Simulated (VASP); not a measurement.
# In2GeO6 (Fm-3m) in VASP: notebook, part 2 of 2

VASP 6.6.1. Earlier steps stand in the parts before.

## Step 4: Relaxation of cell and atoms, PBE

This run uses another cell than the first one, of 12.59 Å³/atom.

The input, INCAR:

```
SYSTEM = In2GeO6
PREC = Accurate ; ENCUT = 600
EDIFF = 1E-7 ; ISMEAR = 0
SIGMA = 0.1 ; LREAL = .FALSE.
LASPH = .TRUE. ; NELM = 100
ALGO = Normal ; ISIF = 3
LWAVE = .FALSE. ; LCHARG = .FALSE.
GGA = PE ; IBRION = 2
NSW = 90 ; EDIFFG = -0.04
```

The input, KPOINTS:

```
Automatic mesh
0
G
  4 4 4
  0 0 0
```

The input, POSCAR:

```
In2GeO6
1.0
    0.0000000000      3.8408584400      3.8408584400
    3.8408584400      0.0000000000      3.8408584400
    3.8408584400      3.8408584400      0.0000000000
In Ge O
2 1 6
Direct
    0.2500000000      0.2500000000      0.2500000000
    0.7500000000      0.7500000000      0.7500000000
    0.0000000000      0.0000000000      0.0000000000
    0.7650000000      0.2350000000      0.2350000000
    0.2350000000      0.7650000000      0.2350000000
    0.2350000000      0.7650000000      0.7650000000
    0.7650000000      0.2350000000      0.7650000000
    0.2350000000      0.2350000000      0.7650000000
    0.7650000000      0.7650000000      0.2350000000
```

Potentials or basis: VASP PAW PBE potentials, release 64 (In_d, Ge_d, O).

Started as:

```console
$ cat potpaw_PBE.64/In_d/POTCAR potpaw_PBE.64/Ge_d/POTCAR potpaw_PBE.64/O/POTCAR > POTCAR
$ mpirun -np 1 vasp_std > vasp.out
```

OUTCAR:

```text
SYSTEM = In2GeO6
   PREC = Accurate
   ENCUT = 600
   EDIFF = 1E-7
   ISMEAR = 0
   LREAL = .FALSE.
   LASPH = .TRUE.
   NELM = 100
   ISIF = 3
   GGA = PE
   IBRION = 2
   NSW = 90
   EDIFFG = -0.04

 ion  position               nearest neighbor table
   1  0.250  0.250  0.250-   4 2.72   7 2.72   9 2.72   5 2.72   6 2.72   9 2.72   6 2.72   7 2.72
                             8 2.72   4 2.72   5 2.72   8 2.72   3 3.33   3 3.33   3 3.33   3 3.33
   2  0.750  0.750  0.750-   6 2.72   7 2.72   9 2.72   4 2.72   5 2.72   9 2.72   4 2.72   7 2.72
                             8 2.72   5 2.72   6 2.72   8 2.72   3 3.33   3 3.33   3 3.33   3 3.33
   3  0.000  0.000  0.000-   4 1.81   5 1.81   6 1.81   7 1.81   8 1.81   9 1.81   2 3.33   2 3.33
                             1 3.33   2 3.33   2 3.33   1 3.33   1 3.33   1 3.33
   4  0.765  0.235  0.235-   3 1.81   2 2.72   1 2.72   2 2.72   1 2.72
   5  0.235  0.765  0.235-   3 1.81   2 2.72   1 2.72   2 2.72   1 2.72
   6  0.235  0.765  0.765-   3 1.81   2 2.72   2 2.72   1 2.72   1 2.72
   7  0.765  0.235  0.765-   3 1.81   2 2.72   2 2.72   1 2.72   1 2.72
   8  0.235  0.235  0.765-   3 1.81   2 2.72   1 2.72   2 2.72   1 2.72
   9  0.765  0.765  0.235-   3 1.81   2 2.72   2 2.72   1 2.72   1 2.72

  LATTYP: Found a face centered cubic cell.
 ALAT       =     7.6817168800

  Lattice vectors:

 A1 = (   0.0000000000,   3.8408584400,   3.8408584400)
 A2 = (   3.8408584400,   0.0000000000,   3.8408584400)
 A3 = (   3.8408584400,   3.8408584400,   0.0000000000)

Analysis of symmetry for initial positions (statically):
[... 167 lines left out ...]
  ---------------------------------------------------
  ext. energy  EPLUGINS =         0.00000000
  ---------------------------------------------------
  free energy    TOTEN  =       -43.22530926 eV

  energy without entropy =      -43.17701916  energy(sigma->0) =      -43.20116421

------------------------ aborting loop because EDIFF is reached ----------------------------------------

  FORCE on cell =-STRESS in cart. coord.  units (eV):
  Direction    XX          YY          ZZ          XY          YZ          ZX
  --------------------------------------------------------------------------------------
  -------------------------------------------------------------------------------------
  Total       -1.9685347     -1.9685347     -1.9685347      0.0000000      0.0000000     -0.0000000
  in kB      -27.8316374    -27.8316374    -27.8316374      0.0000000      0.0000000     -0.0000000
  external PRESSURE =     -27.8316374 kB  Pullay stress =       0.0000000 kB
[... 245 lines left out ...]
--------------------------------------- Ionic step        7  -------------------------------------------

 number of electron      76.0000016 magnetization

 Free energy of the ion-electron system (eV)
  ---------------------------------------------------
  ext. energy  EPLUGINS =         0.00000000
  ---------------------------------------------------
  free energy    TOTEN  =       -44.05317549 eV

  energy without entropy =      -44.00320549  energy(sigma->0) =      -44.02819049

 E-fermi :   5.5201     XC(G=0): -11.6716

 val. band max:        5.5175381964   @ k =   0.0000   0.0000   0.0000
 cond. band min:       5.5231109452   @ k =   0.2500   0.0000   0.0000
 fundamental gap:      0.0055727487
 Fermi energy:         5.5200726569

 k-point     1 :       0.0000    0.0000    0.0000
  band No.  band energies     occupation
      1     -17.6127      2.00000
      2     -17.6127      2.00000
      3     -17.2547      2.00000
      4     -17.2547      2.00000
      5     -17.2547      2.00000
      6     -13.7622      2.00000
[... 409 lines left out ...]
  FREE ENERGIE OF THE ION-ELECTRON SYSTEM (eV)
  ---------------------------------------------------
  free  energy   TOTEN  =       -44.0531754943 eV

  energy  without entropy=      -44.0032054851  energy(sigma->0) =      -44.02819049

 reached required accuracy - stopping structural energy minimisation
```

CONTCAR:

```text
In2GeO6
   1.00000000000000
     0.0000000000000000    3.6927886737273030    3.6927886737273030
     3.6927886737273030    0.0000000000000000    3.6927886737273030
     3.6927886737273030    3.6927886737273030   -0.0000000000000000
  In              Ge              O
     2     1     6
Direct
     0.2500000000000000    0.2500000000000000    0.2500000000000000
     0.7500000000000000    0.7500000000000000    0.7500000000000000
     0.0000000000000000    0.0000000000000000    0.0000000000000000
     0.7500667368557058    0.2499332631442943    0.2499332631442943
     0.2499332631442943    0.7500667368557058    0.2499332631442943
     0.2499332631442943    0.7500667368557058    0.7500667368557058
     0.7500667368557058    0.2499332631442943    0.7500667368557058
     0.2499332631442943    0.2499332631442943    0.7500667368557058
     0.7500667368557058    0.7500667368557058    0.2499332631442943

  0.00000000E+00  0.00000000E+00  0.00000000E+00
  0.00000000E+00  0.00000000E+00  0.00000000E+00
  0.00000000E+00  0.00000000E+00  0.00000000E+00
  0.00000000E+00  0.00000000E+00  0.00000000E+00
  0.00000000E+00  0.00000000E+00  0.00000000E+00
  0.00000000E+00  0.00000000E+00  0.00000000E+00
  0.00000000E+00  0.00000000E+00  0.00000000E+00
  0.00000000E+00  0.00000000E+00  0.00000000E+00
  0.00000000E+00  0.00000000E+00  0.00000000E+00
```

Run time: 11 min. Hardware: 1 thread of Intel Xeon Platinum 8375C at 2.90GHz (Ice Lake), shared host; peak memory 0.38 GiB.

What came out:

| Item | Value |
| --- | --- |
| Free energy | -44.0532 eV |
| Relaxed volume | 11.19 Å³/atom |
| Relaxed cell | a = 5.222 Å, b = 5.222 Å, c = 5.222 Å, α = 60.00°, β = 60.00°, γ = 60.00° |
| Space group after relaxing (to 0.1 Å) | Fm-3m (No. 225) |
| Energy gained by relaxing | 92.0 meV/atom |
| Ionic steps | 7 |
| Pressure after relaxing | 0.0 GPa |
| Band gap on the k mesh | zero (bands 38 and 39 overlap by 0.37 eV) |

Step by step:
```
step  energy change (eV)  largest force (eV/Å)  pressure (GPa)  volume (Å³)
   1              0.0000                1.9280           -2.78       113.32
   2             -0.5685                0.2804           -8.99       109.77
   3             -0.5694                0.3574           -9.17       109.63
   4             -0.7690                0.1969            4.27        96.95
   5             -0.8226                0.2232           -0.63       100.60
   6             -0.8262                0.1264            0.32       100.78
   7             -0.8279                0.0005           -0.04       100.71
```

Final structure:
```xyz
9
Lattice="0.0000 3.6928 3.6928 3.6928 0.0000 3.6928 3.6928 3.6928 0.0000" Properties=species:S:1:pos:R:3 pbc="T T T"
In    1.8464    1.8464    1.8464
In    5.5392    5.5392    5.5392
Ge    0.0000    0.0000    0.0000
O     1.8459    3.6928    3.6928
O     3.6928    1.8459    3.6928
O     5.5397    3.6928    3.6928
O     3.6928    5.5397    3.6928
O     3.6928    3.6928    1.8459
O     3.6928    3.6928    5.5397
```

Levels at points of the mesh, in eV from the Fermi level:
| k point | band 35 | band 36 | band 37 | band 38 | band 39 | band 40 | band 41 | band 42 |
| --- | --- | --- | --- | --- | --- | --- | --- | --- |
| (0.00, 0.00, 0.00) | -0.48 | -0.48 | 0.00 | 0.00 | 0.21 | 0.21 | 0.21 | 6.69 |
| (0.50, 0.00, 0.00) | -0.38 | -0.32 | -0.32 | 0.04 | 0.04 | 2.15 | 2.32 | 6.39 |
| (0.50, 0.50, 0.00) | -1.42 | -0.48 | -0.48 | -0.03 | 0.27 | 2.86 | 3.10 | 5.03 |

Caveat: spin-orbit coupling is left out, which moves the levels of the heavy elements.

## Step 5: Summary

| task | cell | cutoff (eV) | gap on the mesh (eV) | pressure (GPa) | largest force (eV/Å) |
| --- | --- | --- | --- | --- | --- |
| single point | a = 5.224 Å, angles 60.0°, 9 atoms, atomic positions A | 520 | none | 0.1 | 0.03 |
| single point | a = 5.432 Å, angles 60.0°, 9 atoms, atomic positions B | 520 | none | -2.6 | 1.93 |
| relaxation of cell and atoms | relaxed from a = 5.432 Å, angles 60.0°, 9 atoms, atomic positions B | 600 | none | 0.0 | - |

Alike in all rows: level PBE; potentials or basis VASP PAW PBE potentials, release 64 (In_d, Ge_d, O); no spin polarisation; k mesh 4 × 4 × 4; smearing gaussian 0.1 eV.

Caveats: some runs use coarse meshes; spin-orbit coupling is left out, which moves the levels of the heavy elements; forces of over 1 eV/Å act on the atoms, so gaps and moduli don't describe the material at rest (at least some runs).

Absolute energies hang on the potentials; compare differences alone.
